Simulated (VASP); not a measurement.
# SiC in VASP: settings compared

Aim: see how the results for SiC move with the level of theory and the settings. Levels: PBE, r2SCAN. Tasks: single point.

Everything below comes from runs of VASP 6.6.1. Logs are shortened: lines on timing, memory, paths and dates and some standing lists are left out, and cuts for length are marked.

## (1) The cell of the first run

The structure is hexagonal, space group P6_3mc (No. 186). The conventional cell has a = 2.943 Å, b = 2.943 Å, c = 4.830 Å, α = 90.00°, β = 90.00°, γ = 120.00°. Si (site symmetry 3m) has 4 C at 1.80 to 1.81 Å within 2.4 Å. Within 2.4 Å of C (site symmetry 3m) lie 4 Si at 1.80 to 1.81 Å.

## (2) Single point, PBE (strain -4.3%)

The input, INCAR:

```
SYSTEM = SiC
PREC     = Accurate       ! precision mode
ENCUT    = 520            ! plane-wave cutoff, eV
EDIFF    = 1E-6           ! SCF threshold, eV
ISMEAR   = -1             ! smearing method
SIGMA    = 0.02           ! smearing width, eV
LREAL    = .False.        ! projectors in reciprocal space
LASPH    = .True.         ! aspherical terms in the spheres
NELM     = 80             ! most SCF steps
ALGO     = Normal         ! electronic algorithm
ISIF     = 2              ! what is computed and relaxed
LWAVE    = .False.        ! write WAVECAR
LCHARG   = .True.         ! write CHGCAR
GGA      = PE             ! functional
LELF     = .True.         ! ELF
LVHAR    = .True.       
NBANDS   = 16             ! bands
```

The input, KPOINTS:

```
Automatic mesh
0
Gamma
  12 12 6
  0 0 0
```

The input, POSCAR:

```
SiC
1.0
    2.9425010261      0.0000000000      0.0000000000
   -1.4712505130      2.5482806392      0.0000000000
    0.0000000000      0.0000000000      4.8300304570
Si C
2 2
Direct
    0.3333333333      0.6666666667      0.4996894510
    0.6666666667      0.3333333333      0.9996894510
    0.3333333333      0.6666666667      0.8753105490
    0.6666666667      0.3333333333      0.3753105490
```

Potentials or basis: VASP PAW PBE potentials, release 64 (Si, C).

Command:

```console
cat potpaw_PBE.64/Si/POTCAR potpaw_PBE.64/C/POTCAR > POTCAR
mpirun -np 1 vasp_std > vasp.out
```

OUTCAR:

```text
SYSTEM = SiC
   PREC = Accurate
   ENCUT = 520
   EDIFF = 1E-6
   ISMEAR = -1
   LREAL = .False.
   LASPH = .True.
   NELM = 80
   ISIF = 2
   GGA = PE

 ion  position               nearest neighbor table
   1  0.333  0.667  0.500-   4 1.80   4 1.80   4 1.80   3 1.81   2 2.95   2 2.95   2 2.95   2 2.95
                             2 2.95   2 2.95
   2  0.667  0.333  1.000-   3 1.80   3 1.80   3 1.80   4 1.81   1 2.95   1 2.95   1 2.95   1 2.95
                             1 2.95   1 2.95
   3  0.333  0.667  0.875-   2 1.80   2 1.80   2 1.80   1 1.81
   4  0.667  0.333  0.375-   1 1.80   1 1.80   1 1.80   2 1.81

  LATTYP: Found a hexagonal cell.
 ALAT       =     2.9425010261
 C/A-ratio  =     1.6414711207

  Lattice vectors:

 A1 = (   2.9425010261,   0.0000000000,   0.0000000000)
 A2 = (  -1.4712505130,   2.5482806392,   0.0000000000)
 A3 = (   0.0000000000,   0.0000000000,   4.8300304570)

Analysis of symmetry for initial positions (statically):
=====================================================================
 Subroutine PRICEL returns:
 Original cell was already a primitive cell.

 Routine SETGRP: Setting up the symmetry group for a
 hexagonal supercell.

 Subroutine GETGRP returns: Found 12 space group operations
 (whereof  6 operations were pure point group operations)
 out of a pool of 24 trial point group operations.

The static configuration has the point symmetry C_3v.
 The point group associated with its full space group is C_6v.

Analysis of symmetry for dynamics (positions and initial velocities):
=====================================================================
 Subroutine PRICEL returns:
 Original cell was already a primitive cell.

 Routine SETGRP: Setting up the symmetry group for a
 hexagonal supercell.

 Subroutine GETGRP returns: Found 12 space group operations
 (whereof  6 operations were pure point group operations)
 out of a pool of 24 trial point group operations.

The dynamic configuration has the point symmetry C_3v.
 The point group associated with its full space group is C_6v.

 Subroutine INISYM returns: Found 12 space group operations
 (whereof  6 operations are pure point group operations),
 and found     1 'primitive' translations

----------------------------------------------------------------------------------------

                                     Primitive cell

  volume of cell :      36.2171

  direct lattice vectors                    reciprocal lattice vectors
     2.942501026  0.000000000  0.000000000     0.339846950  0.196210728  0.000000000
    -1.471250513  2.548280639  0.000000000     0.000000000  0.392421456  0.000000000
     0.000000000  0.000000000  4.830030457     0.000000000  0.000000000  0.207038032

  length of vectors
     2.942501026  2.942501026  4.830030457     0.392421456  0.392421456  0.207038032

  position of ions in fractional coordinates (direct lattice)
     0.333333333  0.666666667  0.499689451
     0.666666667  0.333333333  0.999689451
     0.333333333  0.666666667  0.875310549
     0.666666667  0.333333333  0.375310549

  ion indices of the primitive-cell ions
   primitive index   ion index
                 1           1
                 2           2
                 3           3
                 4           4

----------------------------------------------------------------------------------------

 KPOINTS: Automatic mesh

Automatic generation of k-mesh.
 Grid dimensions read from file:
 generate k-points for:   12   12    6

 Generating k-lattice:

  Cartesian coordinates                     Fractional coordinates (reciprocal lattice)
     0.028320579  0.016350894  0.000000000     0.083333333  0.000000000  0.000000000
     0.000000000  0.032701788  0.000000000     0.000000000  0.083333333  0.000000000
     0.000000000  0.000000000  0.034506339     0.000000000  0.000000000  0.166666667

  Length of vectors
     0.032701788  0.032701788  0.034506339

  Shift w.r.t. Gamma in fractional coordinates (k-lattice)
     0.000000000  0.000000000  0.000000000

 Subroutine IBZKPT returns following result:
 ===========================================

 Found     76 irreducible k-points:

 Following reciprocal coordinates:
            Coordinates               Weight
  0.000000  0.000000  0.000000      1.000000
  0.083333 -0.000000  0.000000      6.000000
  0.166667 -0.000000  0.000000      6.000000
  0.250000 -0.000000  0.000000      6.000000
  0.333333 -0.000000  0.000000      6.000000
  0.416667  0.000000  0.000000      6.000000
[... 16 lines left out ...]
  0.250000 -0.000000  0.166667     12.000000
  0.333333 -0.000000  0.166667     12.000000
 [... further k-points ...]
   k-points           NKPTS =     76   k-points in BZ     NKDIM =     76   number of bands    NBANDS=     16
   number of dos      NEDOS =    301   number of ions     NIONS =      4
   total plane-waves  NPLWV =  20736
   dimension x,y,z NGX =    24 NGY =   24 NGZ =   36
[... 65 lines left out ...]
 cond. band min:      11.8556480732   @ k =   0.3333   0.3333   0.0000
 fundamental gap:      2.0138601592
 Fermi energy:        10.2622678873

 k-point     1 :       0.0000    0.0000    0.0000
  band No.  band energies     occupation
      1      -6.8301      2.00000
      2      -2.7408      2.00000
      3       0.3385      2.00000
      4       8.4707      2.00000
      5       8.4707      2.00000
      6       9.7164      2.00000
[... 8 lines left out ...]
     15      19.7777      0.00000
     16      21.8141      0.00000

 k-point     2 :       0.0833   -0.0000    0.0000
  band No.  band energies     occupation
      1      -6.6963      2.00000
      2      -2.6273      2.00000
      3       0.4664      2.00000
      4       7.7526      2.00000
      5       8.2313      2.00000
      6       9.3891      2.00000
[... 8 lines left out ...]
     15      20.0688      0.00000
     16      20.7919      0.00000

 k-point     3 :       0.1667   -0.0000    0.0000
  band No.  band energies     occupation
      1      -6.2982      2.00000
      2      -2.2962      2.00000
      3       0.8441      2.00000
      4       6.1470      2.00000
      5       7.6987      2.00000
      6       8.2668      2.00000
[... 8 lines left out ...]
     15      20.3392      0.00000
     16      20.4645      0.00000

 k-point     4 :       0.2500   -0.0000    0.0000
  band No.  band energies     occupation
      1      -5.6463      2.00000
      2      -1.7858      2.00000
      3       1.4433      2.00000
      4       4.3331      2.00000
      5       6.8253      2.00000
      6       7.1276      2.00000
[... 8 lines left out ...]
     15      20.8370      0.00000
     16      21.3944      0.00000

 k-point     5 :       0.3333   -0.0000    0.0000
  band No.  band energies     occupation
      1      -4.7672      2.00000
      2      -1.2305      2.00000
      3       2.0315      2.00000
      4       2.9139      2.00000
      5       5.3256      2.00000
      6       6.6582      2.00000
[... 8 lines left out ...]
     15      21.8291      0.00000
     16      23.1108      0.00000

 k-point     6 :       0.4167    0.0000    0.0000
  band No.  band energies     occupation
      1      -3.7414      2.00000
      2      -1.1187      2.00000
      3       1.6193      2.00000
      4       3.3509      2.00000
      5       3.9891      2.00000
      6       6.3570      2.00000
[... 8 lines left out ...]
     15      22.3166      0.00000
     16      23.1894      0.00000
[... 267 lines left out ...]
 k-point    21 :       0.0833   -0.0000    0.1667
  band No.  band energies     occupation
      1      -6.5463      2.00000
      2      -3.2920      2.00000
      3       1.3640      2.00000
      4       7.8482      2.00000
      5       8.3184      2.00000
      6       8.8073      2.00000
[... 8 lines left out ...]
     15      19.7389      0.00000
     16      21.4575      0.00000

 k-point    22 :       0.1667   -0.0000    0.1667
  band No.  band energies     occupation
      1      -6.1493      2.00000
      2      -2.9384      2.00000
      3       1.7007      2.00000
      4       6.2752      2.00000
      5       7.7972      2.00000
      6       7.8715      2.00000
[... 8 lines left out ...]
     15      20.4717      0.00000
     16      21.0331      0.00000

 k-point    23 :       0.2500   -0.0000    0.1667
  band No.  band energies     occupation
      1      -5.4996      2.00000
      2      -2.3799      2.00000
      3       2.1745      2.00000
      4       4.5412      2.00000
      5       6.4026      2.00000
      6       7.2344      2.00000
[... 8 lines left out ...]
     15      21.4699      0.00000
     16      21.7692      0.00000

 k-point    24 :       0.3333   -0.0000    0.1667
  band No.  band energies     occupation
      1      -4.6245      2.00000
      2      -1.7093      2.00000
      3       2.1020      2.00000
      4       3.6493      2.00000
      5       4.8523      2.00000
      6       6.7698      2.00000
[... 8 lines left out ...]
     15      22.4722      0.00000
     16      23.0308      0.00000

 [... further k-points ...]
[... 5 lines left out ...]
  --------------------------------------------------------------------------------------
  -------------------------------------------------------------------------------------
  Total        9.5875321      9.5875321      9.3524257      0.0000000      0.0000000      0.0000000
  in kB      424.1345633    424.1345633    413.7338971      0.0000000      0.0000000      0.0000000
  external PRESSURE =     420.6676746 kB  Pullay stress =       0.0000000 kB

 VOLUME and BASIS-vectors are now :
 -----------------------------------------------------------------------------
  energy-cutoff  :      520.00
  volume of cell :       36.22
      direct lattice vectors                 reciprocal lattice vectors
     2.942501026  0.000000000  0.000000000     0.339846950  0.196210728  0.000000000
    -1.471250513  2.548280639  0.000000000     0.000000000  0.392421456  0.000000000
     0.000000000  0.000000000  4.830030457     0.000000000  0.000000000  0.207038032

 POSITION                                       TOTAL-FORCE (eV/Angst)
 -----------------------------------------------------------------------------------
     -0.00000      1.69885      2.41352        -0.000000      0.000000      0.006001
      1.47125      0.84943      4.82853         0.000000      0.000000      0.006001
     -0.00000      1.69885      4.22778         0.000000      0.000000     -0.006001
      1.47125      0.84943      1.81276        -0.000000     -0.000000     -0.006001
 -----------------------------------------------------------------------------------
    total drift:                                0.000000      0.000000     -0.000131

  FREE ENERGIE OF THE ION-ELECTRON SYSTEM (eV)
  ---------------------------------------------------
  free  energy   TOTEN  =       -29.4347045393 eV

  energy  without entropy=      -29.4347045393  energy(sigma->0) =      -29.43470454
```

It took 14 s on 1 thread of Intel Xeon 6975P-C (Granite Rapids), shared host; peak memory 0.17 GiB.

Results:

* Free energy: -29.4347 eV
* Pressure: 42.1 GPa
* Largest force: 0.006 eV/Å
* Band gap on the k mesh: 2.01 eV (least direct gap 4.23 eV)

Forces in eV/Å, atoms in the order of the input:
```
Si   0.000  0.000  0.006
Si   0.000  0.000  0.006
C    0.000  0.000 -0.006
C    0.000  0.000 -0.006
```

Levels at points of the mesh, in eV from the valence-band top:
| k point | band 5 | band 6 | band 7 | band 8 | band 9 | band 10 | band 11 | band 12 |
| --- | --- | --- | --- | --- | --- | --- | --- | --- |
| (0.00, 0.00, 0.00) | -1.37 | -0.13 | 0.00 | 0.00 | 5.97 | 7.50 | 7.50 | 7.57 |
| (0.50, 0.00, 0.00) | -5.91 | -3.68 | -3.59 | -1.23 | 3.01 | 4.34 | 7.66 | 7.91 |
| (0.00, 0.00, 0.50) | -0.74 | -0.74 | -0.74 | -0.74 | 7.06 | 7.06 | 8.10 | 8.10 |
| (0.50, 0.00, 0.50) | -2.62 | -2.62 | -2.47 | -2.47 | 3.55 | 3.55 | 5.86 | 5.86 |

Caveat: the cell differs from its parent crystal (strain -4.3%); the cell stands under pressure.

## (3) Single point, r2SCAN (strain -4.3%)

POSCAR is that of step 2.

The input, INCAR.step1:

```
  ALGO = Normal
  EDIFF = 1E-4
  ENCUT = 520
  GGA = PE
  ISMEAR = 0
  LASPH = T
  LCHARG = F
  LREAL = F
  LWAVE = T
  NBANDS = 16
  NELM = 100
  PREC = Accurate
  SIGMA = 0.01
```

The input, INCAR.step2:

```
  ALGO = Normal
  EDIFF = 1E-7
  ENCUT = 520
  ISIF = 2
  ISMEAR = 0
  ISTART = 1
  LASPH = T
  LCHARG = F
  LMIXTAU = T
  LREAL = F
  LWAVE = F
  METAGGA = R2SCAN
  NBANDS = 16
  NELM = 100
  PREC = Accurate
  SIGMA = 0.01
```

The input, KPOINTS:

```
k-points
0
Gamma
  12 12 6
```

Potentials or basis: VASP PAW PBE potentials, release 64 (Si, C).

Command:

```console
cat potpaw_PBE.64/Si/POTCAR potpaw_PBE.64/C/POTCAR > POTCAR
cp INCAR.step1 INCAR
mpirun -np 1 vasp_std > vasp.out
cp INCAR.step2 INCAR
mpirun -np 1 vasp_std > vasp.out
```

It took 51 s on 1 thread of Intel Xeon 6975P-C (Granite Rapids), shared host; peak memory 0.17 GiB.

Results (log left out):

* Free energy: -38.0843 eV
* Pressure: 38.6 GPa
* Band gap on the k mesh: 2.45 eV (least direct gap 4.80 eV)

Stress tensor (GPa, compression positive):
```
38.88  0.00  0.00
 0.00 38.88  0.00
 0.00  0.00 37.93
```

Levels at points of the mesh, in eV from the valence-band top:
```
           k point  band 5  band 6  band 7  band 8  band 9  band 10  band 11  band 12
(0.00, 0.00, 0.00)   -1.44   -0.12    0.00    0.00    6.63     8.09     8.09     8.22
(0.50, 0.00, 0.00)   -6.10   -3.75   -3.74   -1.29    3.51     4.82     8.22     8.55
(0.00, 0.00, 0.50)   -0.77   -0.77   -0.77   -0.77    7.74     7.74     8.70     8.70
(0.50, 0.00, 0.50)   -2.74   -2.74   -2.58   -2.58    4.04     4.04     6.46     6.46
```

Caveat: the cell differs from its parent crystal (strain -4.3%); the cell stands under pressure; the PAW data sets were made with another functional, which shifts forces and pressure a little. A k mesh can miss the band edges.

## (4) Single point, PBE (shear xy strain -1.7%)

The input, INCAR:

```
PREC = Accurate
ENCUT = 520
EDIFF = 1E-6
ISMEAR = -1
SIGMA = 0.02
LREAL = False
LASPH = True
NELM = 60
ALGO = Normal
ISIF = 2
LWAVE = False
LCHARG = False
GGA = PE
NBANDS = 16
```

The input, KPOINTS:

```
regular mesh
0
Gamma
  12 12 6
```

The input, POSCAR:

```
SiC
1.0
    3.0753564236     -0.0262942974      0.0000000000
   -1.5604497413      2.6764839372      0.0000000000
    0.0000000000      0.0000000000      5.0481087552
Si C
2 2
Direct
    0.3335523316      0.6666671143      0.4995967989
    0.6664476684      0.3333328857      0.9995967989
    0.3357580959      0.6667315685      0.8754032011
    0.6642419041      0.3332684315      0.3754032011
```

Command:

```console
cat potpaw_PBE.64/Si/POTCAR potpaw_PBE.64/C/POTCAR > POTCAR
mpirun -np 1 vasp_std > vasp.out
```

Wall time 49 s (1 thread of Intel Xeon 6975P-C (Granite Rapids), shared host); peak memory 0.27 GiB.

Results (log left out):

- Free energy: -30.0955 eV
- Pressure: 3.5 GPa
- Largest force: 0.012 eV/Å
- Band gap on the k mesh: 2.20 eV (least direct gap 3.91 eV)

Forces in eV/Å, atoms in the order of the input:
```
Si   0.009  0.000  0.003
Si  -0.009  0.000  0.003
C    0.011  0.001 -0.003
C   -0.011 -0.001 -0.003
```

Stress tensor (GPa, compression positive):
```
3.50 3.45 0.00
3.45 3.60 0.00
0.00 0.00 3.32
```

Levels at points of the mesh, in eV from the valence-band top:
```csv
k point,band 4,band 5,band 6,band 7,band 8,band 9,band 10,band 11,band 12,band 13
"(0.00, 0.00, 0.00)",-1.48,-1.29,-0.19,-0.14,0.00,4.71,6.13,6.48,6.74,7.66
"(0.50, 0.00, 0.00)",-6.34,-5.47,-3.54,-3.32,-1.39,2.52,4.07,6.63,6.89,10.02
"(0.00, 0.50, 0.00)",-6.37,-5.50,-3.42,-3.34,-1.27,2.71,4.15,6.81,7.06,9.98
"(0.50, 0.50, 0.00)",-6.39,-5.54,-3.40,-3.25,-1.14,2.90,4.23,6.99,7.22,9.94
"(0.00, 0.00, 0.50)",-4.52,-0.87,-0.87,-0.70,-0.70,5.80,5.80,7.18,7.18,7.41
"(0.50, 0.00, 0.50)",-8.29,-2.65,-2.65,-2.39,-2.39,3.13,3.13,5.14,5.14,10.18
"(0.00, 0.50, 0.50)",-8.34,-2.52,-2.52,-2.40,-2.40,3.21,3.21,5.18,5.18,10.30
"(0.50, 0.50, 0.50)",-8.38,-2.43,-2.43,-2.38,-2.38,3.28,3.28,5.25,5.25,10.42
```

Caveat: the cell differs from its parent crystal (shear xy strain -1.7%); the cell stands under pressure. A k mesh can miss the band edges.

## (5) The runs side by side

```csv
level,cell,smearing,gap on the mesh (eV),pressure (GPa),largest force (eV/Å)
PBE,"a = 2.943, b = 2.943, c = 4.830 Å, angles 90.0, 90.0, 120.0°, 4 atoms, strain -4.3%",fermi-dirac 0.02 eV,2.01,42.1,0.01
r2SCAN,"a = 2.943, b = 2.943, c = 4.830 Å, angles 90.0, 90.0, 120.0°, 4 atoms, strain -4.3%",gaussian 0.01 eV,2.45,38.6,-
PBE,"a = 3.075, b = 3.098, c = 5.048 Å, angles 90.0, 90.0, 120.7°, 4 atoms, shear xy strain -1.7%",fermi-dirac 0.02 eV,2.20,3.5,0.01
```

Alike in all rows: task single point; potentials or basis VASP PAW PBE potentials, release 64 (Si, C); no spin polarisation; k mesh 12 × 12 × 6; cutoff (eV) 520.

Caveats: the cell stands under pressure; the PAW data sets were made with another functional, which shifts forces and pressure a little (at least some runs).

Total energies depend on the potentials used, so only differences within one code and one set of settings carry meaning.
